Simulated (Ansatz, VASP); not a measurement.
Cu: VASP beside Ansatz

Contents of INCAR:

```
  PREC = Accurate
  ENCUT = 600
  EDIFF = 1E-7
  ISMEAR = -1
  SIGMA = 0.05
  LREAL = False
  LASPH = True
  NELM = 60
  ALGO = Fast
  ISIF = 3
  LWAVE = False
  LCHARG = False
  GGA = B5
  ALDAX = 1.0
  AGGAX = 1.0
  AGGAC = 1.0
  ALDAC = 0.0
  IVDW = 12
  VDW_S6 = 1.0
  VDW_S8 = 2.6996
  VDW_A1 = 0.4298
  VDW_A2 = 4.2359
  IBRION = 2
  NSW = 60
  EDIFFG = -0.01
```

Contents of KPOINTS:

```
regular mesh
0
Gamma
  13 13 13
```

File POSCAR:

```
Cu
1.0
   -1.4427933200      1.4427933200      1.3760814500
    1.4427933200     -1.4427933200      1.3760814500
    1.4427933200      1.4427933200     -1.3760814500
Cu
1
Direct
    0.0000000000      0.0000000000      0.0000000000
```

Contents of input.yaml:

```yaml
crystal:
  lattice:
    - [-1.44279332, 1.44279332, 1.37608145]
    - [1.44279332, -1.44279332, 1.37608145]
    - [1.44279332, 1.44279332, -1.37608145]
  atoms:
    - { symbol: Cu, position: [0.0, 0.0, 0.0] }
hamiltonian:
  xc: blyp
  pseudopotentials: { kind: paw }
  dispersion: d3bj
kpoints:
  mp_grid: { grid: [13, 13, 13] }
scf:
  occupations: { method: fermi_dirac, width: 0.05 }
output:
  forces: true
  stress: true
  eigenvalues: true
relax:
  f_tol: 0.01
  max_steps: 40
  cell: { stress_tol: 0.05 }
```

Alike in both runs: task relaxation of cell and atoms; functional BLYP; dispersion D3(BJ); k mesh 13 × 13 × 13; occupations fermi-dirac, width 0.05 eV; no spin polarisation.

```csv
,VASP,Ansatz
version,VASP 6.6.1,Ansatz 0.2.0
potentials or method,"VASP PAW PBE potentials, release 64 (Cu)",Ansatz PAW
plane-wave cutoff (eV),600,420
valence electrons in the cell,11,19
```

|  | VASP | Ansatz | Ansatz less VASP |
| --- | --- | --- | --- |
| gap on the k mesh at the Fermi level, each at its own relaxed structure (eV) | none | none | - |
| relaxed volume (Å³/atom) | 11.21 | 11.18 | -0.037 |
| relaxed cell length with the largest relative difference (Å) | 2.445 | 2.442 | -0.0028 |

VASP's potentials were made for PBE, not for BLYP. A gap of «none» marks a metal or a gap that the smearing closes. VASP's potentials hold 11 valence electrons a cell and Ansatz's 19, so a difference there can come from the potentials and not from the codes.

Noted on Ansatz's run: the plane-wave basis is chosen anew once the cell has moved, so the energies of steps on either side of that aren't comparable.
